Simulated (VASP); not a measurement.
## HfN: single point with PBE

HfN:

```
Hf N
1.0
     0.00000    2.30418    2.25900
     2.30418    0.00000    2.25900
     2.30418    2.30418    0.00000
Hf N
1 1
Direct
  0.00000 0.00000 0.00000
  0.50000 0.50000 0.50000
```

This cell differs from its parent crystal: strain +0.0200 x Voigt [1, 1, 0, 0, 0, 0].

* Program: VASP 6.6.1
* Task: single point
* Functional: PBE
* Potentials or basis: VASP PAW PBE potentials, release 64 (Hf_pv, N)
* Cutoff: 520 eV
* k mesh: 18 × 18 × 18
* Occupations: gaussian, width 0.15 eV
* Spin: no spin polarisation
* Dipole correction: no
* Further INCAR settings: ALGO = Normal; EDIFF = 1e-07; NBANDS = 14

```json
{
 "Pressure": "-7.0 GPa"
}
```

Stress tensor (GPa, compression positive):
```
-9.75  0.00  0.00
 0.00 -9.75  0.00
 0.00  0.00 -1.62
```

Levels at points of the mesh, in eV from the Fermi level:
| k point | band 4 | band 5 | band 6 | band 7 | band 8 | band 9 | band 10 | band 11 | band 12 | band 13 |
| --- | --- | --- | --- | --- | --- | --- | --- | --- | --- | --- |
| (0.00, 0.00, 0.00) | -17.27 | -3.00 | -3.00 | -2.92 | -0.39 | -0.39 | -0.18 | 1.27 | 1.74 | 2.19 |
| (0.50, 0.00, 0.00) | -14.76 | -8.65 | -5.99 | -5.98 | 3.10 | 3.46 | 3.58 | 4.22 | 8.15 | 8.57 |
| (0.50, 0.50, 0.00) | -16.18 | -5.27 | -3.72 | -3.72 | -3.67 | 3.90 | 5.13 | 5.23 | 5.23 | 7.65 |
| (0.50, 0.00, 0.50) | -16.20 | -5.47 | -3.67 | -3.61 | -3.59 | 3.84 | 5.09 | 5.20 | 5.35 | 7.45 |

It took 40 s on 1 thread of Intel(R) Xeon(R) 6975P-C (Granite Rapids), on a shared host, peak memory 0.28 GiB.

Caveat: the cell differs from its parent crystal (strain +0.0200 x Voigt [1, 1, 0, 0, 0, 0]); spin-orbit coupling is left out, which moves the levels of the heavy elements.
